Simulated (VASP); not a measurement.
# MoS2 (Fm-3m) in VASP: settings compared

MoS2 is run at these levels: PBE, r2SCAN; tasks: single point.

Program: VASP 6.6.1. These are calculated values, not measurements. Logs are shortened: lines on timing, memory, paths and dates and some standing lists are left out, and cuts for length are marked.

**1. The cell of the first run**

It takes space group Fm-3m (No. 225, cubic). The conventional cell has a = 5.865 Å, b = 5.865 Å, c = 5.865 Å, α = 90.00°, β = 90.00°, γ = 90.00°. Within 3.4 Å of Mo (site symmetry m-3m) lie 8 S at 2.54 Å. S (site symmetry -43m) has 4 Mo at 2.54 Å and 6 S at 2.93 Å within 3.4 Å.

**2. Single point, PBE**

Input file INCAR:

```
ALGO = Normal ; EDIFF = 1E-6
ENCUT = 520 ; GGA = PE
ISIF = 2 ; ISMEAR = -1
LASPH = T ; LCHARG = T
LELF = T ; LREAL = F
LVHAR = T ; LWAVE = F
NBANDS = 20 ; NELM = 100
PREC = Accurate ; SIGMA = 0.02
```

Input file KPOINTS:

```
k-points
0
Gamma
  8 8 8
```

Input file POSCAR:

```
MoS2
1.0
    0.0000000000      2.9323968521      2.9323968521
    2.9323968521      0.0000000000      2.9323968521
    2.9323968521      2.9323968521      0.0000000000
Mo S
1 2
Direct
    0.0000000000      0.0000000000      0.0000000000
    0.2500000000      0.2500000000      0.2500000000
    0.7500000000      0.7500000000      0.7500000000
```

Potentials or basis: VASP PAW PBE potentials, release 64 (Mo_sv, S).

The run is started by

```
$ cat potpaw_PBE.64/Mo_sv/POTCAR potpaw_PBE.64/S/POTCAR > POTCAR
$ mpirun -np 1 vasp_std > vasp.out
```

OUTCAR:

```text
EDIFF = 1E-6
   ENCUT = 520
   GGA = PE
   ISIF = 2
   ISMEAR = -1
   LASPH = T
   LREAL = F
   NELM = 100
   PREC = Accurate

 ion  position               nearest neighbor table
   1  0.000  0.000  0.000-   3 2.54   3 2.54   3 2.54   2 2.54   3 2.54   2 2.54   2 2.54   2 2.54

   2  0.250  0.250  0.250-   1 2.54   1 2.54   1 2.54   1 2.54
   3  0.750  0.750  0.750-   1 2.54   1 2.54   1 2.54   1 2.54

  LATTYP: Found a face centered cubic cell.
 ALAT       =     5.8647937042

  Lattice vectors:

 A1 = (   0.0000000000,   2.9323968521,   2.9323968521)
 A2 = (   2.9323968521,   0.0000000000,   2.9323968521)
 A3 = (   2.9323968521,   2.9323968521,   0.0000000000)

Analysis of symmetry for initial positions (statically):
=====================================================================
 Subroutine PRICEL returns:
 Original cell was already a primitive cell.

 Routine SETGRP: Setting up the symmetry group for a
 face centered cubic supercell.

 Subroutine GETGRP returns: Found 48 space group operations
 (whereof 48 operations were pure point group operations)
 out of a pool of 48 trial point group operations.

The static configuration has the point symmetry O_h .

Analysis of symmetry for dynamics (positions and initial velocities):
=====================================================================
 Subroutine PRICEL returns:
 Original cell was already a primitive cell.

 Routine SETGRP: Setting up the symmetry group for a
 face centered cubic supercell.

 Subroutine GETGRP returns: Found 48 space group operations
 (whereof 48 operations were pure point group operations)
 out of a pool of 48 trial point group operations.

The dynamic configuration has the point symmetry O_h .

 Subroutine INISYM returns: Found 48 space group operations
 (whereof 48 operations are pure point group operations),
 and found     1 'primitive' translations

----------------------------------------------------------------------------------------

                                     Primitive cell

  volume of cell :      50.4311

  direct lattice vectors                    reciprocal lattice vectors
     0.000000000  2.932396852  2.932396852    -0.170508981  0.170508981  0.170508981
     2.932396852  0.000000000  2.932396852     0.170508981 -0.170508981  0.170508981
     2.932396852  2.932396852  0.000000000     0.170508981  0.170508981 -0.170508981

  length of vectors
     4.147035398  4.147035398  4.147035398     0.295330219  0.295330219  0.295330219

  position of ions in fractional coordinates (direct lattice)
     0.000000000  0.000000000  0.000000000
     0.250000000  0.250000000  0.250000000
     0.750000000  0.750000000  0.750000000

  ion indices of the primitive-cell ions
   primitive index   ion index
                 1           1
                 2           2
                 3           3

----------------------------------------------------------------------------------------

 KPOINTS: k-points

Automatic generation of k-mesh.
 Grid dimensions read from file:
 generate k-points for:    8    8    8

 Generating k-lattice:

  Cartesian coordinates                     Fractional coordinates (reciprocal lattice)
    -0.021313623  0.021313623  0.021313623     0.125000000  0.000000000  0.000000000
     0.021313623 -0.021313623  0.021313623     0.000000000  0.125000000  0.000000000
     0.021313623  0.021313623 -0.021313623     0.000000000  0.000000000  0.125000000

  Length of vectors
     0.036916277  0.036916277  0.036916277

  Shift w.r.t. Gamma in fractional coordinates (k-lattice)
     0.000000000  0.000000000  0.000000000

 Subroutine IBZKPT returns following result:
 ===========================================

 Found     29 irreducible k-points:

 Following reciprocal coordinates:
            Coordinates               Weight
  0.000000  0.000000  0.000000      1.000000
  0.125000  0.000000  0.000000      8.000000
  0.250000  0.000000  0.000000      8.000000
  0.375000  0.000000  0.000000      8.000000
  0.500000  0.000000  0.000000      4.000000
  0.125000  0.125000  0.000000      6.000000
[... 16 lines left out ...]
  0.500000  0.250000  0.125000     48.000000
 -0.375000  0.250000  0.125000     24.000000
 [... further k-points ...]
   k-points           NKPTS =     29   k-points in BZ     NKDIM =     29   number of bands    NBANDS=     20
   number of dos      NEDOS =    301   number of ions     NIONS =      3
   total plane-waves  NPLWV =  32768
   dimension x,y,z NGX =    32 NGY =   32 NGZ =   32
   dimension x,y,z NGXF=    64 NGYF=   64 NGZF=   64
   ions per type =               1   2
   NGX,Y,Z   is equivalent  to a cutoff of  12.83, 12.83, 12.83 a.u.
   NGXF,Y,Z  is equivalent  to a cutoff of  25.66, 25.66, 25.66 a.u.
 SYSTEM =  unknown system
   PREC   = accura    normal or accurate (medium, high low for compatibility)
   ISTART =      0    job   : 0-new  1-cont  2-samecut
   ICHARG =      2    charge: 1-file 2-atom 10-const
   ISPIN  =      1    spin polarized calculation?
   LNONCOLLINEAR =      F non collinear calculations
   LSORBIT =      F    spin-orbit coupling
   LASPH  =      T    aspherical Exc in radial PAW
   ENCUT  =  520.0 eV  38.22 Ry    6.18 a.u.   7.71  7.71  7.71*2*pi/ulx,y,z
   NELM   =    100;   NELMIN=  2; NELMDL= -5     # of ELM steps
   EDIFF  = 0.1E-05   stopping-criterion for ELM
   LREAL  =      F    real-space projection
   EDIFFG = 0.1E-04   stopping-criterion for IOM
   NSW    =      0    number of steps for IOM
   IBRION =     -1    ionic relax: 0-MD 1-quasi-New 2-CG
   NFREE  =      0    steps in history (QN), initial steepest desc. (CG)
   ISIF   =      2    stress and relaxation
   ISYM   =      2    0-nonsym 1-usesym 2-fastsym
   POTIM  = 0.5000    time-step for ionic-motion
   TEBEG  =    0.0;   TEEND  =   0.0 temperature during run
   PSTRESS=    0.0 pullay stress
   NELECT =      26.0000    total number of electrons
   NUPDOWN=      -1.0000    fix difference up-down
   EMIN   =  10.00;   EMAX   =-10.00  energy-range for DOS
   EFERMI =   0.00;   METHOD = LEGACY
   ISMEAR =    -1;   SIGMA  =   0.02  broadening in eV -4-tet -1-fermi 0-gaus
   EFERMI_NEDOS =   21; number of points for ismear=-14 and -15
   IALGO  =     38    algorithm
   IMIX   =      4    mixing-type and parameters
     AMIX     =   0.40;   BMIX     =  1.00
     AMIX_MAG =   1.60;   BMIX_MAG =  1.00
  volume/ion in A,a.u.               =      16.81       113.44
  Fermi-wavevector in a.u.,A,eV,Ry     =   1.312703  2.480649 23.445418  1.723190
  Thomas-Fermi vector in A             =   2.443077
   LORBIT       =      0    0 simple, 1 ext, 2 COOP (PROOUT), +10 PAW based schemes
   GGA     = PE    functional components
   LHFCALC =     F    Hartree Fock is set to
   AEXX    =    0.0000 exact exchange contribution
   IVDW    =     0    specifies the selected vdW correction
   LEPSILON=     F    determine dielectric tensor
   LRPA    =     F    only Hartree local field effects (RPA)
 non-spin polarized calculation
  energy-cutoff  :      520.00
  volume of cell :       50.43
 maximum number of plane-waves:      1380
   NGX = 15   NGY = 15   NGZ = 15

 number of electron      25.9999997 magnetization

 Free energy of the ion-electron system (eV)
  ---------------------------------------------------
  ext. energy  EPLUGINS =         0.00000000
  ---------------------------------------------------
  free energy    TOTEN  =       -19.57265314 eV

  energy without entropy =      -19.56708321  energy(sigma->0) =      -19.56986818

 E-fermi :   8.4126     XC(G=0): -11.2540

 val. band max:        8.3961500683   @ k =   0.5000   0.3750   0.1250
 cond. band min:       8.4272527033   @ k =  -0.3750   0.2500   0.1250
 fundamental gap:      0.0311026350
 Fermi energy:         8.4125720139

 k-point     1 :       0.0000    0.0000    0.0000
  band No.  band energies     occupation
      1     -52.6560      2.00000
      2     -26.7480      2.00000
      3     -26.7480      2.00000
      4     -26.7480      2.00000
      5      -6.9927      2.00000
      6      -2.4338      2.00000
[... 12 lines left out ...]
     19      13.5192      0.00000
     20      13.5192      0.00000

 k-point     2 :       0.1250    0.0000    0.0000
  band No.  band energies     occupation
      1     -52.6557      2.00000
      2     -26.7538      2.00000
      3     -26.7489      2.00000
      4     -26.7489      2.00000
      5      -6.8343      2.00000
      6      -2.7730      2.00000
[... 12 lines left out ...]
     19      14.2578      0.00000
     20      14.6992      0.00000

 k-point     3 :       0.2500    0.0000    0.0000
  band No.  band energies     occupation
      1     -52.6552      2.00000
      2     -26.7678      2.00000
      3     -26.7509      2.00000
      4     -26.7509      2.00000
      5      -6.3936      2.00000
      6      -3.4768      2.00000
[... 12 lines left out ...]
     19      15.5351      0.00000
     20      15.5351      0.00000

 k-point     4 :       0.3750    0.0000    0.0000
  band No.  band energies     occupation
      1     -52.6547      2.00000
      2     -26.7817      2.00000
      3     -26.7529      2.00000
      4     -26.7529      2.00000
      5      -5.7744      2.00000
      6      -4.2080      2.00000
[... 12 lines left out ...]
     19      17.0513      0.00000
     20      17.0513      0.00000

 k-point     5 :       0.5000    0.0000    0.0000
  band No.  band energies     occupation
      1     -52.6545      2.00000
      2     -26.7874      2.00000
      3     -26.7538      2.00000
      4     -26.7538      2.00000
      5      -5.2811      2.00000
      6      -4.7152      2.00000
[... 12 lines left out ...]
     19      17.4943      0.00000
     20      18.0032      0.00000
[... 353 lines left out ...]
      6      -4.3512      2.00000
[... 12 lines left out ...]
     19      15.6336      0.00000
     20      17.3145      0.00000

 k-point    22 :       0.3750    0.2500    0.1250
  band No.  band energies     occupation
      1     -52.6548      2.00000
      2     -26.7719      2.00000
      3     -26.7578      2.00000
      4     -26.7533      2.00000
      5      -6.0343      2.00000
      6      -3.8181      2.00000
[... 12 lines left out ...]
     19      16.5086      0.00000
     20      17.1402      0.00000

 k-point    23 :       0.5000    0.2500    0.1250
  band No.  band energies     occupation
      1     -52.6544      2.00000
      2     -26.7792      2.00000
      3     -26.7626      2.00000
      4     -26.7556      2.00000
      5      -5.4837      2.00000
      6      -4.3209      2.00000
[... 12 lines left out ...]
     19      16.5219      0.00000
     20      17.8491      0.00000

 k-point    24 :      -0.3750    0.2500    0.1250
  band No.  band energies     occupation
      1     -52.6542      2.00000
      2     -26.7823      2.00000
      3     -26.7644      2.00000
      4     -26.7567      2.00000
      5      -5.0306      2.00000
      6      -4.7307      2.00000
[... 12 lines left out ...]
     19      15.6861      0.00000
     20      18.6551      0.00000

 [... further k-points ...]

------------------------ aborting loop because EDIFF is reached ----------------------------------------

  FORCE on cell =-STRESS in cart. coord.  units (eV):
  Direction    XX          YY          ZZ          XY          YZ          ZX
  --------------------------------------------------------------------------------------
  -------------------------------------------------------------------------------------
  Total        0.1258192      0.1258192      0.1258192      0.0000000     -0.0000000      0.0000000
  in kB        3.9972325      3.9972325      3.9972325      0.0000000     -0.0000000      0.0000000
  external PRESSURE =       3.9972325 kB  Pullay stress =       0.0000000 kB

 VOLUME and BASIS-vectors are now :
 -----------------------------------------------------------------------------
  energy-cutoff  :      520.00
  volume of cell :       50.43
      direct lattice vectors                 reciprocal lattice vectors
     0.000000000  2.932396852  2.932396852    -0.170508981  0.170508981  0.170508981
     2.932396852  0.000000000  2.932396852     0.170508981 -0.170508981  0.170508981
     2.932396852  2.932396852  0.000000000     0.170508981  0.170508981 -0.170508981

 POSITION                                       TOTAL-FORCE (eV/Angst)
 -----------------------------------------------------------------------------------
      0.00000      0.00000      0.00000         0.000000     -0.000000     -0.000000
      1.46620      1.46620      1.46620        -0.000000     -0.000000     -0.000000
      4.39860      4.39860      4.39860         0.000000      0.000000      0.000000
 -----------------------------------------------------------------------------------
    total drift:                                0.000000     -0.000000      0.000000

  FREE ENERGIE OF THE ION-ELECTRON SYSTEM (eV)
  ---------------------------------------------------
  free  energy   TOTEN  =       -19.5726531424 eV

  energy  without entropy=      -19.5670832077  energy(sigma->0) =      -19.56986818
```

It took 40 s on 1 thread of Intel Xeon 8259CL, shared host; peak memory 0.19 GiB.

What came out:

* Free energy: -19.5727 eV
* Pressure: 0.4 GPa
* Band gap on the k mesh: zero (bands 13 and 14 overlap by 0.98 eV)

Levels at points of the mesh, in eV from the Fermi level:
```tsv
k point	band 9	band 10	band 11	band 12	band 13	band 14	band 15	band 16	band 17	band 18
(0.00, 0.00, 0.00)	-6.08	-0.99	-0.99	-0.56	-0.56	-0.56	4.20	4.20	4.20	5.11
(0.50, 0.00, 0.00)	-3.78	-3.07	-2.99	-2.99	-0.49	-0.49	1.57	3.94	3.94	6.90
(0.50, 0.50, 0.00)	-5.10	-2.53	-2.53	-0.69	0.07	0.89	1.70	3.43	3.43	5.85
```

(Continued in part 2 of 2.)
